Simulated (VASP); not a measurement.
Wanted: the native input for a VASP 6.6.1 run.

```
Task                   : single point
Functional             : LDA
Potentials or basis    : VASP PAW LDA potentials, release 64 (Ca_sv, O)
Cutoff                 : 600 eV
k mesh                 : 6 × 6 × 6
Occupations            : gaussian, width 0.1 eV
Spin                   : no spin polarisation
Dipole correction      : no
Further INCAR settings : ALGO = Normal; EDIFF = 1e-06; NBANDS = 15
```

The structure of CaO (lda) lies in POSCAR:

```
CaO
1.0
    0.0000000000      2.4535000000      2.4535000000
    2.4535000000      0.0000000000      2.4535000000
    2.4535000000      2.4535000000      0.0000000000
Ca O
1 1
Direct
    0.0000000000      0.0000000000      0.0000000000
    0.5000000000      0.5000000000      0.5000000000
```

The input as run:

INCAR

```
PREC     = Accurate       # precision mode
ENCUT    = 600            # plane-wave cutoff, eV
EDIFF    = 1E-6           # SCF threshold, eV
ISMEAR   = 0              # smearing method
SIGMA    = 0.1            # smearing width, eV
LREAL    = False          # projectors in reciprocal space
LASPH    = True           # aspherical terms in the spheres
NELM     = 120            # most SCF steps
ALGO     = Normal         # electronic algorithm
ISIF     = 2              # what is computed and relaxed
LWAVE    = False          # write WAVECAR
LCHARG   = False          # write CHGCAR
GGA      = CA             # functional
NBANDS   = 15             # bands
GGA_COMPAT= False
```

KPOINTS

```
regular mesh
0
Gamma
  6 6 6
```

Potentials or basis: VASP PAW LDA potentials, release 64 (Ca_sv, O).

Command:

```console
$ cat potpaw_LDA.64/Ca_sv/POTCAR potpaw_LDA.64/O/POTCAR > POTCAR
$ mpirun -np 1 vasp_std > vasp.out
```

It gave:

```yaml
Pressure: -11.7 GPa
Band_gap_on_the_k_mesh: 3.48 eV, indirect (least direct gap 3.87 eV)
```

Wall time 12 s on 1 thread of Intel Xeon 8259CL (shared host), peak memory 0.14 GiB.
